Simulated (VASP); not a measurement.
A run of VASP 6.6.1 is set up as follows.

File INCAR:

```
  PREC = Accurate
  ENCUT = 520
  EDIFF = 1E-7
  ISMEAR = 0
  SIGMA = 0.1
  LREAL = False
  LASPH = True
  NELM = 100
  ALGO = Normal
  ISIF = 2
  LWAVE = False
  LCHARG = False
  GGA = PE
  NBANDS = 35
```

Contents of KPOINTS:

```
Automatic mesh
0
Gamma
  6 6 6
```

The input POSCAR:

```
SnPt2Se3
1.0
    2.2128970600      1.2776167100      8.2453930600
   -2.2128970600      1.2776167100      8.2453930600
    0.0000000000     -2.5552334200      8.2453930600
Sn Pt Se
1 2 3
Direct
    0.5000000000      0.5000000000      0.5000000000
    0.7459748400      0.7459748400      0.7459748400
    0.2540251600      0.2540251600      0.2540251600
    0.0000000000      0.0000000000      0.0000000000
    0.3664707200      0.3664707200      0.3664707200
    0.6335292800      0.6335292800      0.6335292800
```

Potentials or basis: VASP PAW PBE potentials, release 64 (Sn_d, Pt, Se).

The run is started by

```console
$ cat potpaw_PBE.64/Sn_d/POTCAR potpaw_PBE.64/Pt/POTCAR potpaw_PBE.64/Se/POTCAR > POTCAR
$ mpirun -np 1 vasp_std > vasp.out
```

Q: Predict the largest force.

A: 2.299 eV/Å.

Q: Estimate the band gap on the k mesh.

A: Zero (bands 26 and 27 overlap by 0.58 eV).

Q: What does it give for the pressure?

A: -0.8 GPa.

Stress tensor (GPa, compression positive):
```
 1.04  0.00  0.00
 0.00  1.04  0.00
 0.00  0.00 -4.64
```

Caveat: the stress differs along the axes, from -5 to 1 GPa; spin-orbit coupling is left out, which moves the levels of the heavy elements; forces of over 1 eV/Å act on the atoms, so gaps and moduli don't describe the material at rest.
